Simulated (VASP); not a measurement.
# Ta2N (C2/m) in VASP: further runs

Ta2N is run at these levels: PBE; tasks: single point.

Program: VASP 6.6.1. These are calculated values, not measurements. Logs are shortened: lines on timing, memory, paths and dates and some standing lists are left out, and cuts for length are marked.

## Step 1: The cell of the first run

It takes space group C2/m (No. 12, monoclinic). Conventional cell: a = 5.371 Å, b = 3.101 Å, c = 4.882 Å, α = 90.00°, β = 90.00°, γ = 90.00°. Ta (site symmetry m) has 3 N at 2.12 to 2.33 Å and 1 Ta at 2.79 Å within 2.8 Å. N (site symmetry 2/m) has 6 Ta at 2.12 to 2.33 Å within 2.8 Å.

## Step 2: Single point, PBE (mode 4 (98.3 1/cm) frozen in, largest displacement +0.175 Å)

Input file INCAR:

```
  PREC = Accurate
  ENCUT = 520
  EDIFF = 1E-6
  ISMEAR = 0
  SIGMA = 0.15
  LREAL = False
  LASPH = True
  NELM = 80
  ALGO = Normal
  ISIF = 2
  LWAVE = False
  LCHARG = False
  GGA = PE
  NBANDS = 20
```

Input file KPOINTS:

```
Automatic mesh
0
Gamma
  18 18 10
```

Input file POSCAR:

```
Ta2N
1.0
    3.1011400556      0.0000000000      0.0000000000
   -1.5505700278      2.6856660688      0.0000000000
    0.0000000000      0.0000000000      4.8818900623
Ta N
2 1
Direct
    0.6340862945      0.2681725890      0.7449050322
    0.3659137055      0.7318274110      0.2550949678
    0.0000000000      0.0000000000      0.0000000000
```

Potentials or basis: VASP PAW PBE potentials, release 64 (Ta_pv, N).

Command:

```bash
> cat potpaw_PBE.64/Ta_pv/POTCAR potpaw_PBE.64/N/POTCAR > POTCAR
> mpirun -np 1 vasp_std > vasp.out
```

OUTCAR:

```text
PREC = Accurate
   ENCUT = 520
   EDIFF = 1E-6
   ISMEAR = 0
   LREAL = False
   LASPH = True
   NELM = 80
   ISIF = 2
   GGA = PE

 ion  position               nearest neighbor table
   1  0.634  0.268  0.745-   3 2.12   3 2.12   3 2.33   2 2.79   2 2.88   2 3.11   2 3.11   2 3.19
                             2 3.19
   2  0.366  0.732  0.255-   3 2.12   3 2.12   3 2.33   1 2.79   1 2.88   1 3.11   1 3.11   1 3.19
                             1 3.19
   3  0.000  0.000  0.000-   1 2.12   1 2.12   2 2.12   2 2.12   1 2.33   2 2.33

  LATTYP: Found a hexagonal cell.
 ALAT       =     3.1011400556
 C/A-ratio  =     1.5742243094

  Lattice vectors:

 A1 = (   3.1011400556,   0.0000000000,   0.0000000000)
 A2 = (  -1.5505700278,   2.6856660688,   0.0000000000)
 A3 = (   0.0000000000,   0.0000000000,   4.8818900623)

Analysis of symmetry for initial positions (statically):
=====================================================================
 Subroutine PRICEL returns:
 Original cell was already a primitive cell.

 Routine SETGRP: Setting up the symmetry group for a
 hexagonal supercell.

 Subroutine GETGRP returns: Found  4 space group operations
 (whereof  4 operations were pure point group operations)
 out of a pool of 24 trial point group operations.

The static configuration has the point symmetry C_2h.

Analysis of symmetry for dynamics (positions and initial velocities):
=====================================================================
 Subroutine PRICEL returns:
 Original cell was already a primitive cell.

 Routine SETGRP: Setting up the symmetry group for a
 hexagonal supercell.

 Subroutine GETGRP returns: Found  4 space group operations
 (whereof  4 operations were pure point group operations)
 out of a pool of 24 trial point group operations.

The dynamic configuration has the point symmetry C_2h.

 Subroutine INISYM returns: Found  4 space group operations
 (whereof  4 operations are pure point group operations),
 and found     1 'primitive' translations

----------------------------------------------------------------------------------------

                                     Primitive cell

  volume of cell :      40.6594

  direct lattice vectors                    reciprocal lattice vectors
     3.101140056  0.000000000  0.000000000     0.322462057  0.186173555  0.000000000
    -1.550570028  2.685666069  0.000000000     0.000000000  0.372347110  0.000000000
[... 80 lines left out ...]
   ICHARG =      2    charge: 1-file 2-atom 10-const
   ISPIN  =      1    spin polarized calculation?
   LNONCOLLINEAR =      F non collinear calculations
   LSORBIT =      F    spin-orbit coupling
   LASPH  =      T    aspherical Exc in radial PAW
   ENCUT  =  520.0 eV  38.22 Ry    6.18 a.u.   5.77  5.77  9.08*2*pi/ulx,y,z
   NELM   =     80;   NELMIN=  2; NELMDL= -5     # of ELM steps
   EDIFF  = 0.1E-05   stopping-criterion for ELM
   LREAL  =      F    real-space projection
   EDIFFG = 0.1E-04   stopping-criterion for IOM
   NSW    =      0    number of steps for IOM
   IBRION =     -1    ionic relax: 0-MD 1-quasi-New 2-CG
   NFREE  =      0    steps in history (QN), initial steepest desc. (CG)
   ISIF   =      2    stress and relaxation
   ISYM   =      2    0-nonsym 1-usesym 2-fastsym
   POTIM  = 0.5000    time-step for ionic-motion
   TEBEG  =    0.0;   TEEND  =   0.0 temperature during run
   PSTRESS=    0.0 pullay stress
   NELECT =      27.0000    total number of electrons
   NUPDOWN=      -1.0000    fix difference up-down
   EMIN   =  10.00;   EMAX   =-10.00  energy-range for DOS
   EFERMI =   0.00;   METHOD = LEGACY
   ISMEAR =     0;   SIGMA  =   0.15  broadening in eV -4-tet -1-fermi 0-gaus
   EFERMI_NEDOS =   21; number of points for ismear=-14 and -15
   IALGO  =     38    algorithm
   IMIX   =      4    mixing-type and parameters
     AMIX     =   0.40;   BMIX     =  1.00
     AMIX_MAG =   1.60;   BMIX_MAG =  1.00
  volume/ion in A,a.u.               =      13.55        91.46
  Fermi-wavevector in a.u.,A,eV,Ry     =   1.428266  2.699030 27.755102  2.039942
  Thomas-Fermi vector in A             =   2.548346
   LORBIT       =      0    0 simple, 1 ext, 2 COOP (PROOUT), +10 PAW based schemes
   GGA     = PE    functional components
   LHFCALC =     F    Hartree Fock is set to
   AEXX    =    0.0000 exact exchange contribution
   IVDW    =     0    specifies the selected vdW correction
   LEPSILON=     F    determine dielectric tensor
   LRPA    =     F    only Hartree local field effects (RPA)
 non-spin polarized calculation
 Gauss-broadening in eV      SIGMA  =   0.15
  energy-cutoff  :      520.00
  volume of cell :       40.66
 maximum number of plane-waves:      1112
   NGX = 11   NGY = 11   NGZ = 19

 number of electron      26.9999998 magnetization

 Free energy of the ion-electron system (eV)
  ---------------------------------------------------
  ext. energy  EPLUGINS =         0.00000000
  ---------------------------------------------------
  free energy    TOTEN  =       -34.18387202 eV

  energy without entropy =      -34.16928419  energy(sigma->0) =      -34.17657811

 E-fermi :   7.4063     XC(G=0): -12.8587

 val. band max:        7.4060924920   @ k =  -0.1667   0.0000   0.3000
 cond. band min:       7.4074181322   @ k =  -0.2222   0.1111   0.4000
 fundamental gap:      0.0013256402
 Fermi energy:         7.4063493564

 k-point     1 :       0.0000    0.0000    0.0000
  band No.  band energies     occupation
      1     -28.2142      2.00000
      2     -27.4656      2.00000
      3     -27.3804      2.00000
      4     -27.3783      2.00000
      5     -27.2676      2.00000
      6     -27.1311      2.00000
[... 541 lines left out ...]
     19      11.3953      0.00000
     20      12.6971      0.00000

 [... further k-points ...]
[... 5 lines left out ...]
  --------------------------------------------------------------------------------------
  -------------------------------------------------------------------------------------
  Total        0.6170033      1.1710408      1.8136141      0.0000000     -0.8294160      0.0000000
  in kB       24.3128940     46.1446375     71.4651136      0.0000000    -32.6829766      0.0000000
  external PRESSURE =      47.3075484 kB  Pullay stress =       0.0000000 kB

 VOLUME and BASIS-vectors are now :
 -----------------------------------------------------------------------------
  energy-cutoff  :      520.00
  volume of cell :       40.66
      direct lattice vectors                 reciprocal lattice vectors
     3.101140056  0.000000000  0.000000000     0.322462057  0.186173555  0.000000000
    -1.550570028  2.685666069  0.000000000     0.000000000  0.372347110  0.000000000
     0.000000000  0.000000000  4.881890062     0.000000000  0.000000000  0.204838697

 POSITION                                       TOTAL-FORCE (eV/Angst)
 -----------------------------------------------------------------------------------
      1.55057      0.72022      3.63654         0.000000      1.267057     -0.446846
      0.00000      1.96544      1.24535        -0.000000     -1.267057      0.446846
      0.00000      0.00000      0.00000         0.000000      0.000000      0.000000
 -----------------------------------------------------------------------------------
    total drift:                               -0.000000      0.000000      0.000000

  FREE ENERGIE OF THE ION-ELECTRON SYSTEM (eV)
  ---------------------------------------------------
  free  energy   TOTEN  =       -34.1838720181 eV

  energy  without entropy=      -34.1692841943  energy(sigma->0) =      -34.17657811
```

OSZICAR:

```text
N       E                     dE             d eps       ncg     rms          rms(c)
DAV:   1     0.214500299684E+03    0.21450E+03   -0.15051E+04 34648   0.139E+03
DAV:   2    -0.278332121504E+02   -0.24233E+03   -0.23599E+03 39104   0.398E+02
DAV:   3    -0.373602876548E+02   -0.95271E+01   -0.93392E+01 43740   0.712E+01
DAV:   4    -0.374899289842E+02   -0.12964E+00   -0.12876E+00 42460   0.787E+00
DAV:   5    -0.374913483014E+02   -0.14193E-02   -0.14181E-02 42872   0.683E-01    0.272E+01
DAV:   6    -0.345481199150E+02    0.29432E+01   -0.16644E+01 44316   0.254E+01    0.127E+01
DAV:   7    -0.342425018331E+02    0.30562E+00   -0.17249E+00 39592   0.849E+00    0.698E+00
DAV:   8    -0.341887154279E+02    0.53786E-01   -0.27991E-01 40372   0.409E+00    0.455E-01
DAV:   9    -0.341842742263E+02    0.44412E-02   -0.31923E-02 43444   0.112E+00    0.263E-01
DAV:  10    -0.341840041926E+02    0.27003E-03   -0.52222E-03 43744   0.562E-01    0.782E-02
DAV:  11    -0.341838793264E+02    0.12487E-03   -0.10056E-03 40760   0.193E-01    0.295E-02
DAV:  12    -0.341838722188E+02    0.71076E-05   -0.73307E-05 40144   0.628E-02    0.676E-03
DAV:  13    -0.341838720181E+02    0.20073E-06   -0.79189E-06 41480   0.176E-02
   1 F= -.34183872E+02 E0= -.34176578E+02  d E =-.145878E-01
```

Run time: 7.8 min. Hardware: 1 thread of Intel Xeon Platinum 8488C (Sapphire Rapids), shared host; peak memory 0.67 GiB.

Results:

```
Free energy   : -34.1839 eV
Pressure      : 4.7 GPa
Largest force : 1.344 eV/Å
```

Forces on the atoms (eV/Å):
```
Ta   0.000  1.267 -0.447
Ta   0.000 -1.267  0.447
N    0.000  0.000  0.000
```

Stress tensor (GPa, compression positive):
```
 2.43  0.00  0.00
 0.00  4.61 -3.27
 0.00 -3.27  7.15
```

Levels at points of the mesh, in eV from the Fermi level:
```
           k point  band 11  band 12  band 13  band 14  band 15  band 16
(0.00, 0.00, 0.00)    -4.92    -1.26    -0.45    -0.07     0.23     0.61
(0.50, 0.00, 0.00)    -4.44    -2.53    -1.07     0.79     2.64     2.98
(0.00, 0.50, 0.00)    -4.15    -2.33    -1.70     2.33     2.50     3.66
(0.00, 0.00, 0.50)    -3.00    -2.62    -1.08    -0.84     1.19     1.71
(0.50, 0.00, 0.50)    -3.50    -2.22    -1.84    -0.41     1.30     3.08
(0.00, 0.50, 0.50)    -3.09    -2.35    -1.77     0.70     0.87     3.71
```

Caveat: the cell differs from its parent crystal (mode 4 (98.3 1/cm) frozen in, largest displacement +0.175 Å); spin-orbit coupling is left out, which moves the levels of the heavy elements; forces of over 1 eV/Å act on the atoms, so gaps and moduli don't describe the material at rest.

## Step 3: Single point, PBE (mode 4 (98.3 1/cm) frozen in, largest displacement -0.200 Å)

Input file INCAR:

```
PREC = Accurate
ENCUT = 520
EDIFF = 1E-6
ISMEAR = 0
SIGMA = 0.15
LREAL = F
LASPH = T
NELM = 80
ALGO = Normal
ISIF = 2
LWAVE = F
LCHARG = F
GGA = PE
NBANDS = 20
```

Input file KPOINTS:

```
regular mesh
0
Gamma
  18 18 10
```

Input file POSCAR:

```
Ta2N
1.0
    3.1011400556      0.0000000000      0.0000000000
   -1.5505700278      2.6856660688      0.0000000000
    0.0000000000      0.0000000000      4.8818900623
Ta N
2 1
Direct
    0.7039013777      0.4078027554      0.7449050322
    0.2960986223      0.5921972446      0.2550949678
    0.0000000000      0.0000000000      0.0000000000
```

Potentials or basis: VASP PAW PBE potentials, release 64 (Ta_pv, N).

Command:

```bash
> cat potpaw_PBE.64/Ta_pv/POTCAR potpaw_PBE.64/N/POTCAR > POTCAR
> mpirun -np 1 vasp_std > vasp.out
```

Run time: 9.6 min. Hardware: 1 thread of Oxide Virtual Turin-like, shared host; peak memory 0.64 GiB.

It converged, with:

| Quantity | Value |
| --- | --- |
| Free energy | -34.1033 eV |
| Pressure | 6.2 GPa |
| Largest force | 1.704 eV/Å |

Forces on the atoms (eV/Å):
```
Ta   0.000 -1.546 -0.717
Ta   0.000  1.546  0.717
N    0.000  0.000  0.000
```

Stress tensor (GPa, compression positive):
```
 0.60  0.00  0.00
 0.00 10.29 11.95
 0.00 11.95  7.79
```

Levels at points of the mesh, in eV from the Fermi level:
| k point | band 10 | band 11 | band 12 | band 13 | band 14 | band 15 | band 16 | band 17 |
| --- | --- | --- | --- | --- | --- | --- | --- | --- |
| (0.00, 0.00, 0.00) | -5.87 | -5.03 | -1.67 | -0.45 | -0.35 | 0.17 | 0.42 | 1.31 |
| (0.50, 0.00, 0.00) | -6.40 | -4.22 | -2.41 | -1.62 | 1.42 | 2.14 | 2.88 | 3.49 |
| (0.00, 0.50, 0.00) | -6.04 | -4.74 | -2.73 | -1.03 | 1.26 | 1.62 | 3.76 | 4.37 |
| (0.00, 0.00, 0.50) | -5.86 | -3.06 | -2.73 | -1.06 | -0.81 | 1.14 | 1.16 | 1.79 |
| (0.50, 0.00, 0.50) | -6.16 | -3.34 | -2.42 | -2.04 | 0.44 | 1.21 | 3.51 | 3.93 |
| (0.00, 0.50, 0.50) | -5.73 | -3.71 | -2.41 | -1.29 | -1.24 | 0.74 | 3.30 | 3.56 |

Caveat: the cell differs from its parent crystal (mode 4 (98.3 1/cm) frozen in, largest displacement -0.200 Å); spin-orbit coupling is left out, which moves the levels of the heavy elements; forces of over 1 eV/Å act on the atoms, so gaps and moduli don't describe the material at rest.

## Step 4: Single point, PBE (mode 4 (98.3 1/cm) frozen in, largest displacement +0.150 Å)

Input file INCAR:

```
SYSTEM = Ta2N
PREC     = Accurate       ! precision mode
ENCUT    = 520            ! plane-wave cutoff, eV
EDIFF    = 1E-7           ! SCF threshold, eV
ISMEAR   = 0              ! smearing method
SIGMA    = 0.15           ! smearing width, eV
LREAL    = .False.        ! projectors in reciprocal space
LASPH    = .True.         ! aspherical terms in the spheres
NELM     = 60             ! most SCF steps
ALGO     = Normal         ! electronic algorithm
ISIF     = 2              ! what is computed and relaxed
LWAVE    = .False.        ! write WAVECAR
LCHARG   = .False.        ! write CHGCAR
GGA      = PE             ! functional
NBANDS   = 20             ! bands
```

Input file KPOINTS:

```
regular mesh
0
Gamma
  18 18 10
  0 0 0
```

Input file POSCAR:

```
Ta2N
1.0
    3.1011400556      0.0000000000      0.0000000000
   -1.5505700278      2.6856660688      0.0000000000
    0.0000000000      0.0000000000      4.8818900623
Ta N
2 1
Direct
    0.6387406334      0.2774812668      0.7449050322
    0.3612593666      0.7225187332      0.2550949678
    0.0000000000      0.0000000000      0.0000000000
```

Potentials or basis: VASP PAW PBE potentials, release 64 (Ta_pv, N).

Command:

```bash
> cat potpaw_PBE.64/Ta_pv/POTCAR potpaw_PBE.64/N/POTCAR > POTCAR
> mpirun -np 1 vasp_std > vasp.out
```

OUTCAR:

```text
SYSTEM = Ta2N
   PREC = Accurate
   ENCUT = 520
   EDIFF = 1E-7
   ISMEAR = 0
   LREAL = .False.
   LASPH = .True.
   NELM = 60
   ISIF = 2
   GGA = PE

 ion  position               nearest neighbor table
   1  0.639  0.277  0.745-   3 2.12   3 2.12   3 2.31   2 2.82   2 2.90   2 3.09   2 3.09   2 3.17
                             2 3.17
   2  0.361  0.723  0.255-   3 2.12   3 2.12   3 2.31   1 2.82   1 2.90   1 3.09   1 3.09   1 3.17
                             1 3.17
   3  0.000  0.000  0.000-   1 2.12   2 2.12   2 2.12   1 2.12   1 2.31   2 2.31

  LATTYP: Found a hexagonal cell.
 ALAT       =     3.1011400556
 C/A-ratio  =     1.5742243094
[... 741 lines left out ...]

 [... further k-points ...]
[... 5 lines left out ...]
  --------------------------------------------------------------------------------------
  -------------------------------------------------------------------------------------
  Total        0.5361366      0.9006670      1.3248704      0.0000000     -0.7922543      0.0000000
  in kB       21.1263568     35.4906087     52.2062611      0.0000000    -31.2186286      0.0000000
  external PRESSURE =      36.2744089 kB  Pullay stress =       0.0000000 kB

 VOLUME and BASIS-vectors are now :
 -----------------------------------------------------------------------------
  energy-cutoff  :      520.00
  volume of cell :       40.66
      direct lattice vectors                 reciprocal lattice vectors
     3.101140056  0.000000000  0.000000000     0.322462057  0.186173555  0.000000000
    -1.550570028  2.685666069  0.000000000     0.000000000  0.372347110  0.000000000
     0.000000000  0.000000000  4.881890062     0.000000000  0.000000000  0.204838697

 POSITION                                       TOTAL-FORCE (eV/Angst)
 -----------------------------------------------------------------------------------
      1.55057      0.74522      3.63654        -0.000000      1.054091     -0.348800
      0.00000      1.94044      1.24535         0.000000     -1.054091      0.348800
      0.00000      0.00000      0.00000        -0.000000      0.000000     -0.000000
 -----------------------------------------------------------------------------------
    total drift:                                0.000000     -0.000000      0.000000

  FREE ENERGIE OF THE ION-ELECTRON SYSTEM (eV)
  ---------------------------------------------------
  free  energy   TOTEN  =       -34.2418343291 eV

  energy  without entropy=      -34.2275025472  energy(sigma->0) =      -34.23466844
```

It took 9.2 min on 1 thread of Oxide Virtual Turin-like, shared host; peak memory 0.64 GiB.

Results:

```
Free energy   : -34.2418 eV
Pressure      : 3.6 GPa
Largest force : 1.110 eV/Å
```

Forces in eV/Å, atoms in the order of the input:
```
Ta   0.000  1.054 -0.349
Ta   0.000 -1.054  0.349
N    0.000  0.000  0.000
```

Caveat: the cell differs from its parent crystal (mode 4 (98.3 1/cm) frozen in, largest displacement +0.150 Å); spin-orbit coupling is left out, which moves the levels of the heavy elements; forces of over 1 eV/Å act on the atoms, so gaps and moduli don't describe the material at rest.
